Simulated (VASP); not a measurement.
Wanted: the native input for a VASP 6.6.1 run.

* Task: single point
* Functional: PBE
* Dispersion: D3(BJ)
* Potentials or basis: VASP PAW PBE potentials, release 64 (Rb_sv)
* Cutoff: 520 eV
* k mesh: 12 × 12 × 12
* Occupations: gaussian, width 0.15 eV
* Spin: no spin polarisation
* Dipole correction: no
* Further INCAR settings: ALGO = Normal; EDIFF = 1e-06; NBANDS = 10

The structure of Rb lies in POSCAR:

```
Rb
1.0
    0.0000000000      3.3668933198      3.6398846700
    3.3668933198      0.0000000000      3.6398846700
    3.3668933198      3.3668933198      0.0000000000
Rb
1
Direct
    0.0000000000      0.0000000000      0.0000000000
```

This cell differs from its parent crystal: strain -0.0750 x Voigt [1, 1, 0, 0, 0, 0].

One way to write it, as run:

INCAR

```
ALGO     = Normal         # electronic algorithm
EDIFF    = 1E-6           # SCF threshold, eV
ENCUT    = 520            # plane-wave cutoff, eV
GGA      = PE             # functional
ISIF     = 2              # what is computed and relaxed
ISMEAR   = 0              # smearing method
IVDW     = 12             # dispersion correction
LASPH    = T              # aspherical terms in the spheres
LCHARG   = F              # write CHGCAR
LREAL    = F              # projectors in reciprocal space
LWAVE    = F              # write WAVECAR
NBANDS   = 10             # bands
NELM     = 60             # most SCF steps
PREC     = Accurate       # precision mode
SIGMA    = 0.15           # smearing width, eV
```

KPOINTS

```
k-points
0
Gamma
  12 12 12
```

Potentials or basis: VASP PAW PBE potentials, release 64 (Rb_sv).

Command:

```sh
$ cat potpaw_PBE.64/Rb_sv/POTCAR > POTCAR
$ mpirun -np 1 vasp_std > vasp.out
```

Results of the run:

| Item | Value |
| --- | --- |
| Pressure | 0.1 GPa |
| Dispersion energy per atom | -0.111 eV |

Caveat: the cell differs from its parent crystal (strain -0.0750 x Voigt [1, 1, 0, 0, 0, 0]); pairwise dispersion overbinds metals, which lowers pressure and volume.

It took 56 s on 1 thread of AMD EPYC 9R45 96-Core Processor (Zen 5), with other jobs on the host, peak memory 0.28 GiB.
